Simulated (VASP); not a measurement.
Runs of VASP 6.6.1 on AlAs. The structure is that of space group F-43m (No. 216), or close to it. The cells are those of the table. 

| task | level | cell | k mesh | smearing | gap on the mesh (eV) | pressure (GPa) |
| --- | --- | --- | --- | --- | --- | --- |
| relaxation of cell and atoms | PBE | relaxed from a = 4.049 Å, angles 60.0°, 2 atoms | 8 × 8 × 8 | gaussian 0.02 eV | 1.50 | 0.0 |
| single point | PBE | a = 4.173 Å, angles 60.0°, 2 atoms | 6 × 6 × 6 | gaussian 0.1 eV | 1.11 | (b) |
| single point | PBE+D4 | a = 4.049 Å, angles 60.0°, 2 atoms | 8 × 8 × 8 | gaussian 0.02 eV | 1.49 | (a) |
| single point | PBE | a = 4.049 Å, angles 60.0°, 2 atoms | 8 × 8 × 8 | gaussian 0.02 eV | 1.49 | 0.2 |

Alike in all rows: potentials or basis VASP PAW PBE potentials, release 64 (Al, As); no spin polarisation; cutoff (eV) 500.

Estimate the missing entries.

(a) -2.1; (b) -4.8.

A k mesh can miss the band edges, and the runs leave out spin-orbit coupling on As.
